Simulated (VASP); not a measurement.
# MgO (Fm-3m) in VASP: further runs, part 2 of 2

VASP 6.6.1. The steps go on from the part before.

### 5 Relaxation of cell and atoms, LDA, target pressure -3 GPa, at which the enthalpy is minimised

This run uses another cell than the first one, of 8.99 Å³/atom.

INCAR reads:

```
ALGO = Normal
EDIFF = 1E-7
EDIFFG = -0.001
ENCUT = 600
GGA = CA
GGA_COMPAT = F
IBRION = 2
ISIF = 3
ISMEAR = 0
LASPH = T
LCHARG = F
LREAL = F
LWAVE = F
NELM = 120
NELMIN = 4
NSW = 80
PREC = Accurate
PSTRESS = -30.0
SIGMA = 0.01
```

KPOINTS reads:

```
k-points
0
Gamma
  10 10 10
```

POSCAR reads:

```
MgO
1.0
    0.0000000000      2.0795508132      2.0795508132
    2.0795508132      0.0000000000      2.0795508132
    2.0795508132      2.0795508132      0.0000000000
Mg O
1 1
Direct
    0.0000000000      0.0000000000      0.0000000000
    0.5000000000      0.5000000000      0.5000000000
```

Potentials or basis: VASP PAW LDA potentials, release 64 (Mg, O).

Command:

```console
$ cat potpaw_LDA.64/Mg/POTCAR potpaw_LDA.64/O/POTCAR > POTCAR
$ mpirun -np 1 vasp_std > vasp.out
```

OUTCAR:

```text
EDIFF = 1E-7
   EDIFFG = -0.001
   ENCUT = 600
   GGA = CA
   IBRION = 2
   ISIF = 3
   ISMEAR = 0
   LASPH = T
   LREAL = F
   NELM = 120
   NELMIN = 4
   NSW = 80
   PREC = Accurate
   PSTRESS = -30.0

 ion  position               nearest neighbor table
   1  0.000  0.000  0.000-   2 2.08   2 2.08   2 2.08   2 2.08   2 2.08   2 2.08
   2  0.500  0.500  0.500-   1 2.08   1 2.08   1 2.08   1 2.08   1 2.08   1 2.08

  LATTYP: Found a face centered cubic cell.
 ALAT       =     4.1591016264

  Lattice vectors:

 A1 = (   0.0000000000,   2.0795508132,   2.0795508132)
 A2 = (   2.0795508132,   0.0000000000,   2.0795508132)
 A3 = (   2.0795508132,   2.0795508132,   0.0000000000)

Analysis of symmetry for initial positions (statically):
=====================================================================
 Subroutine PRICEL returns:
 Original cell was already a primitive cell.

 Routine SETGRP: Setting up the symmetry group for a
 face centered cubic supercell.

 Subroutine GETGRP returns: Found 48 space group operations
 (whereof 48 operations were pure point group operations)
 out of a pool of 48 trial point group operations.

The static configuration has the point symmetry O_h .

Analysis of symmetry for dynamics (positions and initial velocities):
=====================================================================
 Subroutine PRICEL returns:
 Original cell was already a primitive cell.

 Routine SETGRP: Setting up the symmetry group for a
 face centered cubic supercell.

 Subroutine GETGRP returns: Found 48 space group operations
 (whereof 48 operations were pure point group operations)
 out of a pool of 48 trial point group operations.

The dynamic configuration has the point symmetry O_h .

 Subroutine INISYM returns: Found 48 space group operations
 (whereof 48 operations are pure point group operations),
 and found     1 'primitive' translations

----------------------------------------------------------------------------------------

                                     Primitive cell

  volume of cell :      17.9862

  direct lattice vectors                    reciprocal lattice vectors
     0.000000000  2.079550813  2.079550813    -0.240436539  0.240436539  0.240436539
     2.079550813  0.000000000  2.079550813     0.240436539 -0.240436539  0.240436539
     2.079550813  2.079550813  0.000000000     0.240436539  0.240436539 -0.240436539

  length of vectors
     2.940928964  2.940928964  2.940928964     0.416448301  0.416448301  0.416448301

  position of ions in fractional coordinates (direct lattice)
     0.000000000  0.000000000  0.000000000
     0.500000000  0.500000000  0.500000000

  ion indices of the primitive-cell ions
   primitive index   ion index
                 1           1
                 2           2

----------------------------------------------------------------------------------------

 KPOINTS: k-points

Automatic generation of k-mesh.
 Grid dimensions read from file:
 generate k-points for:   10   10   10

[... 45 lines left out ...]
   k-points           NKPTS =     47   k-points in BZ     NKDIM =     47   number of bands    NBANDS=      8
   number of dos      NEDOS =    301   number of ions     NIONS =      2
   total plane-waves  NPLWV =  13824
   dimension x,y,z NGX =    24 NGY =   24 NGZ =   24
   dimension x,y,z NGXF=    48 NGYF=   48 NGZF=   48
   ions per type =               1   1
   NGX,Y,Z   is equivalent  to a cutoff of  13.57, 13.57, 13.57 a.u.
   NGXF,Y,Z  is equivalent  to a cutoff of  27.13, 27.13, 27.13 a.u.
 SYSTEM =  unknown system
   PREC   = accura    normal or accurate (medium, high low for compatibility)
   ISTART =      0    job   : 0-new  1-cont  2-samecut
   ICHARG =      2    charge: 1-file 2-atom 10-const
   ISPIN  =      1    spin polarized calculation?
   LNONCOLLINEAR =      F non collinear calculations
   LSORBIT =      F    spin-orbit coupling
   LASPH  =      T    aspherical Exc in radial PAW
   ENCUT  =  600.0 eV  44.10 Ry    6.64 a.u.   5.87  5.87  5.87*2*pi/ulx,y,z
   NELM   =    120;   NELMIN=  4; NELMDL= -5     # of ELM steps
   EDIFF  = 0.1E-06   stopping-criterion for ELM
   LREAL  =      F    real-space projection
   EDIFFG = -.1E-02   stopping-criterion for IOM
   NSW    =     80    number of steps for IOM
   IBRION =      2    ionic relax: 0-MD 1-quasi-New 2-CG
   NFREE  =      1    steps in history (QN), initial steepest desc. (CG)
   ISIF   =      3    stress and relaxation
   ISYM   =      2    0-nonsym 1-usesym 2-fastsym
   POTIM  = 0.5000    time-step for ionic-motion
   TEBEG  =    0.0;   TEEND  =   0.0 temperature during run
   PSTRESS=  -30.0 pullay stress
   NELECT =       8.0000    total number of electrons
   NUPDOWN=      -1.0000    fix difference up-down
   EMIN   =  10.00;   EMAX   =-10.00  energy-range for DOS
   EFERMI =   0.00;   METHOD = LEGACY
   ISMEAR =     0;   SIGMA  =   0.01  broadening in eV -4-tet -1-fermi 0-gaus
   EFERMI_NEDOS =   21; number of points for ismear=-14 and -15
   IALGO  =     38    algorithm
   IMIX   =      4    mixing-type and parameters
     AMIX     =   0.40;   BMIX     =  1.00
     AMIX_MAG =   1.60;   BMIX_MAG =  1.00
  volume/ion in A,a.u.               =       8.99        60.69
  Fermi-wavevector in a.u.,A,eV,Ry     =   1.249660  2.361515 21.247548  1.561651
  Thomas-Fermi vector in A             =   2.383691
   LORBIT       =      0    0 simple, 1 ext, 2 COOP (PROOUT), +10 PAW based schemes
   GGA     = CA    functional components
   LHFCALC =     F    Hartree Fock is set to
   AEXX    =    0.0000 exact exchange contribution
   IVDW    =     0    specifies the selected vdW correction
   LEPSILON=     F    determine dielectric tensor
   LRPA    =     F    only Hartree local field effects (RPA)
 conjugate gradient relaxation of ions
 non-spin polarized calculation
 Gauss-broadening in eV      SIGMA  =   0.01
  energy-cutoff  :      600.00
  volume of cell :       17.99
 maximum number of plane-waves:       620
   NGX = 11   NGY = 11   NGZ = 11

--------------------------------------- Ionic step        1  -------------------------------------------

 number of electron       8.0000000 magnetization

 Free energy of the ion-electron system (eV)
  ---------------------------------------------------
  ext. energy  EPLUGINS =         0.00000000
  ---------------------------------------------------
  free energy    TOTEN  =       -13.44826204 eV

  energy without entropy =      -13.44826204  energy(sigma->0) =      -13.44826204

------------------------ aborting loop because EDIFF is reached ----------------------------------------

  FORCE on cell =-STRESS in cart. coord.  units (eV):
  Direction    XX          YY          ZZ          XY          YZ          ZX
  --------------------------------------------------------------------------------------
  -------------------------------------------------------------------------------------
  Total       -0.2180886     -0.2180886     -0.2180886     -0.0000000      0.0000000      0.0000000
  in kB      -19.4269624    -19.4269624    -19.4269624     -0.0000000      0.0000000      0.0000000
  external PRESSURE =      10.5730376 kB  Pullay stress =     -30.0000000 kB
[... 63 lines left out ...]
--------------------------------------- Ionic step        3  -------------------------------------------

 number of electron       8.0000001 magnetization

 Free energy of the ion-electron system (eV)
  ---------------------------------------------------
  ext. energy  EPLUGINS =         0.00000000
  ---------------------------------------------------
  free energy    TOTEN  =       -13.44651369 eV

  energy without entropy =      -13.44651369  energy(sigma->0) =      -13.44651369

 E-fermi :   3.1970     XC(G=0): -11.7454

 val. band max:        3.1228477545   @ k =   0.0000   0.0000   0.0000
 cond. band min:       8.0959430724   @ k =   0.0000   0.0000   0.0000
 fundamental gap:      4.9730953178
 Fermi energy:         3.1970216799

 k-point     1 :       0.0000    0.0000    0.0000
  band No.  band energies     occupation
      1     -14.0475      2.00000
      2       3.1228      2.00000
      3       3.1228      2.00000
      4       3.1228      2.00000
      5       8.0959      0.00000
      6      18.8226      0.00000
      7      18.8226      0.00000
      8      18.8226      0.00000
[... 243 lines left out ...]
 k-point    24 :       0.4000    0.3000    0.0000
  band No.  band energies     occupation
      1     -12.6720      2.00000
      2      -0.6110      2.00000
      3       1.7464      2.00000
      4       1.9792      2.00000
      5      12.7847      0.00000
      6      13.2234      0.00000
      7      16.7838      0.00000
      8      21.3982      0.00000

 [... further k-points ...]

------------------------ aborting loop because EDIFF is reached ----------------------------------------

  FORCE on cell =-STRESS in cart. coord.  units (eV):
  Direction    XX          YY          ZZ          XY          YZ          ZX
  --------------------------------------------------------------------------------------
  -------------------------------------------------------------------------------------
  Total       -0.3388081     -0.3388081     -0.3388081     -0.0000000     -0.0000000      0.0000000
  in kB      -29.9916943    -29.9916943    -29.9916943     -0.0000000     -0.0000000      0.0000000
  external PRESSURE =       0.0083057 kB  Pullay stress =     -30.0000000 kB
[... 21 lines left out ...]
  energy  without entropy=      -13.4465136943  energy(sigma->0) =      -13.44651369

  enthalpy is  TOTEN    =       -13.7854156453 eV   P V=       -0.3389019510

 reached required accuracy - stopping structural energy minimisation
```

Run time: 5.3 s. Hardware: 1 thread of Intel Xeon 6975P-C (Granite Rapids), shared host; peak memory 0.14 GiB.

What came out:

```
Free energy                                                : -13.4465 eV
Relaxed volume                                             : 9.05 Å³/atom
Relaxed cell                                               : a = 2.947 Å, b = 2.947 Å, c = 2.947 Å, α = 60.00°, β = 60.00°, γ = 60.00°
Space group after relaxing (to 0.1 Å)                      : Fm-3m (No. 225)
Energy change on relaxing (the run minimises the enthalpy) : +0.9 meV/atom
Ionic steps                                                : 3
Pressure after relaxing                                    : -3.0 GPa
Band gap on the k mesh                                     : 4.97 eV
```

The path:
| step | energy change (eV) | largest force (eV/Å) | pressure (GPa) | volume (Å³) |
| --- | --- | --- | --- | --- |
| 1 | 0.0000 | 0.0000 | -1.94 | 17.99 |
| 2 | 0.0026 | 0.0000 | -3.38 | 18.14 |
| 3 | 0.0017 | 0.0000 | -3.00 | 18.10 |

Final structure:
```
Mg O
1.0
     0.00000    2.08390    2.08390
     2.08390    0.00000    2.08390
     2.08390    2.08390    0.00000
Mg O
1 1
Cartesian
  0.0000 0.0000 0.0000
  2.0839 2.0839 2.0839
```

Levels at points of the mesh, in eV from the valence-band top:
| k point | band 1 | band 2 | band 3 | band 4 | band 5 | band 6 | band 7 | band 8 |
| --- | --- | --- | --- | --- | --- | --- | --- | --- |
| (0.00, 0.00, 0.00) | -17.17 | 0.00 | 0.00 | 0.00 | 4.97 | 15.70 | 15.70 | 15.70 |
| (0.50, 0.00, 0.00) | -15.73 | -4.84 | -0.70 | -0.70 | 7.93 | 12.76 | 16.33 | 16.33 |
| (0.50, 0.50, 0.00) | -15.45 | -4.29 | -1.42 | -1.42 | 8.92 | 10.05 | 13.23 | 19.11 |

Caveat: the cell is relaxed towards a set pressure, so the run minimises the enthalpy, not the energy.

### 6 The runs side by side

| task | cell | gap on the mesh (eV) | pressure (GPa) |
| --- | --- | --- | --- |
| single point | a = 2.784 Å, angles 60.0°, 2 atoms | 6.91 | 38.0 |
| relaxation of cell and atoms | relaxed to 40 GPa from a = 2.941 Å, angles 60.0°, 2 atoms | 6.99 | 40.0 |
| single point | a = 2.959 Å, angles 60.0°, 2 atoms | 4.86 | -4.9 |
| relaxation of cell and atoms | relaxed to -3 GPa from a = 2.941 Å, angles 60.0°, 2 atoms | 4.97 | -3.0 |

Alike in all rows: level LDA; potentials or basis VASP PAW LDA potentials, release 64 (Mg, O); no spin polarisation; k mesh 10 × 10 × 10; cutoff (eV) 600; smearing gaussian 0.01 eV.

Caveats: the cell is relaxed towards a set pressure, so the run minimises the enthalpy, not the energy (at least some runs); the cell stands under pressure (at least some runs); the volume moved by over 15 % at a fixed basis, so the end points are rough (at least some runs); the cell stands under tension (at least some runs).

Total energies depend on the potentials used, so only differences within one code and one set of settings carry meaning.
